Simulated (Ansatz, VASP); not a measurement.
**One calculation of Ga, two programs**

INCAR

```
ALGO = Fast
EDIFF = 1E-6
ENCUT = 520
GGA = PS
ISIF = 2
ISMEAR = 0
LASPH = True
LCHARG = False
LREAL = False
LWAVE = False
NBANDS = 34
NELM = 60
PREC = Accurate
SIGMA = 0.15
```

Contents of KPOINTS:

```
k-points
0
Gamma
  10 10 10
```

Contents of POSCAR:

```
Ga
1.0
    2.2350478178     -3.7986615528     -0.2235047818
    2.2350478178      3.7986615528     -0.2235047818
   -0.4489776120      0.0000000000      4.2652873141
Ga
4
Direct
    0.1559156097      0.8440843903      0.0832479706
    0.6559156097      0.3440843903      0.4167520294
    0.8440843903      0.1559156097      0.9167520294
    0.3440843903      0.6559156097      0.5832479706
```

Input for Ansatz:

```yaml
crystal:
  lattice:
    - [2.2350478178, -3.7986615528, -0.2235047818]
    - [2.2350478178, 3.7986615528, -0.2235047818]
    - [-0.448977612, 0.0, 4.2652873141]
  atoms:
    - { symbol: Ga, position: [0.1559156097, 0.8440843903, 0.0832479706] }
    - { symbol: Ga, position: [0.6559156097, 0.3440843903, 0.4167520294] }
    - { symbol: Ga, position: [0.8440843903, 0.1559156097, 0.9167520294] }
    - { symbol: Ga, position: [0.3440843903, 0.6559156097, 0.5832479706] }
basis:
  ecutwfc: 420
kpoints:
  mp_grid: { grid: [10, 10, 10] }
hamiltonian:
  xc: pbesol
scf:
  occupations: { method: gaussian, width: 0.15 }
output:
  forces: true
  stress: true
  eigenvalues: true
```

Change from the starting cell: engineering shear strain xz -0.2000, normal strain along z -0.0500.

Alike in both runs: task single point; functional PBEsol; k mesh 10 × 10 × 10; occupations gaussian, width 0.15 eV; no spin polarisation.

```csv
,VASP,Ansatz
version,VASP 6.6.1,Ansatz 0.2.0
potentials or method,"VASP PAW PBE potentials, release 64 (Ga_d), cutoff 520 eV","scalar-relativistic, plane waves, PAW"
valence electrons in the cell,52,52
```

Ansatz gave:

* gap on the k mesh at the Fermi level (eV): none
* pressure (GPa): 7.6
* traceless stress, the component that is largest in VASP (GPa): 7.98
* rms of the force components (eV/Å): 0.444

Q: What did VASP give for the same quantities?

A: gap on the k mesh at the Fermi level (eV): none; pressure (GPa): 7.6; traceless stress, the component that is largest in VASP (GPa): 7.99; rms of the force components (eV/Å): 0.446.

VASP's potentials were made for PBE, not for PBEsol. Atom by atom the forces differ by 0.004 eV/Å (rms over components). A gap of «none» marks a metal or a gap that the smearing closes. With one functional, cell and mesh, what is left measures potentials, basis and numerics.
